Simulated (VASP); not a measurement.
The system is Fe.

```
CELL_PARAMETERS angstrom
0.00000 1.83950 1.83950
1.83950 0.00000 1.83950
1.83950 1.83950 0.00000
ATOMIC_POSITIONS crystal
Fe 0.00000 0.00000 0.00000
```

Program: VASP 6.6.1. Alike in all runs: task single point; level PBE; potentials or basis VASP PAW PBE potentials, release 64 (Fe); spin collinear, ferromagnetic start; cell as given; k mesh 12 × 12 × 12; cutoff (eV) 520; smearing fermi-dirac 0.1 eV.

Order these runs on this cell by their pressure, lowest first.
A. fixed moment (μB) 2.88
B. 
C. fixed moment (μB) 4.03
D. fixed moment (μB) 1.73
E. fixed moment (μB) 2.3

B (-34.6 GPa), D (-21.1 GPa), E (-11.6 GPa), A (0.5 GPa), C (40.3 GPa).

Caveats: the total moment is fixed, so each spin has its own Fermi level (some runs).
